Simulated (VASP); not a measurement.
## ScMn4Be8: single point with r2SCAN

ScMn4Be8:

```
Sc Mn Be
1.0
     0.00000    0.00000    4.58310
     3.97099   -3.97099    2.29155
     3.97099    3.97099   -2.29155
Sc Mn Be
1 4 8
Direct
  0.00000 0.00000 0.00000
  0.50000 0.00000 0.50000
  0.50000 0.50000 0.00000
  0.00000 0.00000 0.50000
  0.00000 0.50000 0.00000
  0.50000 0.78100 0.78100
  0.28100 0.21900 0.78100
  0.50000 0.21900 0.21900
  0.71900 0.78100 0.21900
  0.00000 0.33780 0.33780
  0.33780 0.66220 0.33780
  0.00000 0.66220 0.66220
  0.66220 0.33780 0.66220
```

| Quantity | Value |
| --- | --- |
| Program | VASP 6.6.1 |
| Task | single point |
| Functional | r2SCAN |
| Potentials or basis | VASP PAW PBE potentials, release 64 (Sc_sv, Mn_pv, Be) |
| Cutoff | 520 eV |
| k mesh | 8 × 8 × 8 |
| Occupations | fermi-dirac, width 0.036 eV |
| Spin | no spin polarisation |
| Dipole correction | no |
| Further INCAR settings | ALGO = Normal; EDIFF = 1e-06; NBANDS = 52 |

| Quantity | Value |
| --- | --- |
| Pressure | -9.3 GPa |
| Largest force | 0.600 eV/Å |
| Band gap on the k mesh | zero (an odd number of electrons rules out a gap without spin polarisation) |

Forces in eV/Å, atoms in the order of the input:
```
Sc   0.000  0.000  0.000
Mn   0.000  0.000  0.000
Mn   0.000  0.000  0.000
Mn   0.000  0.000  0.000
Mn   0.000  0.000  0.000
Be  -0.600  0.000  0.000
Be   0.000 -0.600  0.000
Be   0.600  0.000  0.000
Be   0.000  0.600  0.000
Be  -0.187  0.000  0.000
Be   0.000 -0.187  0.000
Be   0.187  0.000  0.000
Be   0.000  0.187  0.000
```

Stress tensor (GPa, compression positive):
```
 -7.90   0.00   0.00
  0.00  -7.90   0.00
  0.00   0.00 -12.03
```

Levels at points of the mesh, in eV from the Fermi level:
```
           k point  band 36  band 37  band 38  band 39  band 40  band 41  band 42  band 43
(0.00, 0.00, 0.00)    -0.23    -0.23    -0.08    -0.01    -0.01     0.31     0.31     0.75
(0.50, 0.00, 0.00)    -0.88    -0.84    -0.61    -0.46    -0.36     0.07     0.12     0.64
(0.00, 0.50, 0.00)    -0.94    -0.55    -0.45    -0.10     0.07     1.35     1.36     1.36
(0.00, 0.50, 0.50)    -0.55    -0.24    -0.17    -0.10     0.23     0.24     0.27     0.54
```

Run time: 44 min on 1 thread of Intel Xeon 8259CL (shared host), peak memory 0.55 GiB.

Caveat: the cell stands under tension; the PAW data sets were made with another functional, which shifts forces and pressure a little; the run has no spin polarisation, though such a crystal can be magnetic. Spin polarisation is off, so any magnetic state and its effect on volume and gap are missing.
